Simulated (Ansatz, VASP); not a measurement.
**WSe2 in VASP and in Ansatz**

```xyz
6
Lattice="3.2997 0.0000 0.0000 -1.6498 2.8576 0.0000 0.0000 0.0000 13.1487" Properties=species:S:1:pos:R:3 pbc="T T T"
W     0.0000    1.9051    3.2872
W     1.6498    0.9525    9.8615
Se    1.6498    0.9525    4.9526
Se    1.6498    0.9525    1.6218
Se    0.0000    1.9051   11.5269
Se    0.0000    1.9051    8.1961
```

Alike in both runs: task single point; functional PBE; k mesh 6 × 6 × 2; no spin polarisation.

|  | VASP | Ansatz |
| --- | --- | --- |
| version | VASP 6.6.1 | Ansatz 0.2.0 |
| potentials or method | VASP PAW PBE potentials, release 64 (W_sv, Se) | plane waves, PAW |
| plane-wave cutoff (eV) | 520 | 420 |
| occupations | gaussian, width 0.01 eV | fixed |
| valence electrons in the cell | 52 | 92 |

```csv
,VASP,Ansatz,Ansatz less VASP
gap on the k mesh at the Fermi level (eV),1.04,1.04,+0.004
```

VASP's potentials hold 52 valence electrons a cell and Ansatz's 92, so a difference there can come from the potentials and not from the codes.

Neither program's run includes spin-orbit coupling.
